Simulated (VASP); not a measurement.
A run of VASP 6.6.1 is set up as follows.

The input INCAR:

```
SYSTEM = CdTe
PREC = Accurate ; ENCUT = 520
EDIFF = 1E-8 ; ISMEAR = -1
SIGMA = 0.05 ; LREAL = .False.
LASPH = .True. ; NELM = 80
ALGO = Normal ; ISIF = 2
LWAVE = .False. ; LCHARG = .False.
GGA = PS ; LEFG = .True.
NBANDS = 26
```

File KPOINTS:

```
Automatic mesh
0
Gamma
  9 9 6
  0 0 0
```

POSCAR

```
CdTe
1.0
    3.0447179573     -3.0738391863      0.0000000000
    3.0447179573      3.0738391863      0.0000000000
    0.0000000000      0.0000000000      6.0497739093
Cd Te
2 2
Direct
    0.2770300000      0.7229700000      0.7500000000
    0.7229700000      0.2770300000      0.2500000000
    0.7661370000      0.2338630000      0.7500000000
    0.2338630000      0.7661370000      0.2500000000
```

Potentials or basis: VASP PAW PBE potentials, release 64 (Cd, Te).

Run with:

```sh
$ cat potpaw_PBE.64/Cd/POTCAR potpaw_PBE.64/Te/POTCAR > POTCAR
$ mpirun -np 1 vasp_std > vasp.out
```

(1) Predict the band gap on the k mesh.

(2) What does it give for the largest force?

(3) What does it give for the pressure?

Answers

(1) zero (bands 18 and 19 overlap by 1.25 eV).

(2) 0.047 eV/Å.

(3) -2.2 GPa.

Caveat: without QUAD_EFG the Cq values of the log hold for a quadrupole moment of 1 mb, not for the nuclei; the PAW data sets were made with another functional, which shifts forces and pressure a little; spin-orbit coupling is left out, which moves the levels of the heavy elements.
